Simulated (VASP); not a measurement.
Input of a VASP 6.6.1 run:

File INCAR:

```
SYSTEM = Al2H
PREC = Accurate ; ENCUT = 520
EDIFF = 1E-6 ; ISMEAR = 0
SIGMA = 0.1 ; LREAL = .False.
LASPH = .True. ; NELM = 100
ALGO = Normal ; ISIF = 2
LWAVE = .False. ; LCHARG = .False.
GGA = PE ; NBANDS = 10
```

The input KPOINTS:

```
Automatic mesh
0
Gamma
  16 16 16
  0 0 0
```

The input POSCAR:

```
Al2H
1.0
   -1.8790846641      1.8790846641      3.9806496718
    1.8790846641     -1.8790846641      3.9806496718
    1.8790846641      1.8790846641     -3.9806496718
Al H
2 1
Direct
    0.7850170004      0.7850170004      0.0000000000
    0.2149829996      0.2149829996      0.0000000000
    0.0000000000      0.0000000000      0.0000000000
```

Potentials or basis: VASP PAW PBE potentials, release 64 (Al, H).

The run is started by

```console
$ cat potpaw_PBE.64/Al/POTCAR potpaw_PBE.64/H/POTCAR > POTCAR
$ mpirun -np 1 vasp_std > vasp.out
```

Q: Predict the pressure.

A: -0.1 GPa.

Q: What does it give for the largest force?

A: 0.006 eV/Å.

Q: What does it give for the band gap on the k mesh?

A: Zero (an odd number of electrons rules out a gap without spin polarisation).

Forces on the atoms (eV/Å):
```
Al   0.000  0.000  0.006
Al   0.000  0.000 -0.006
H    0.000  0.000  0.000
```
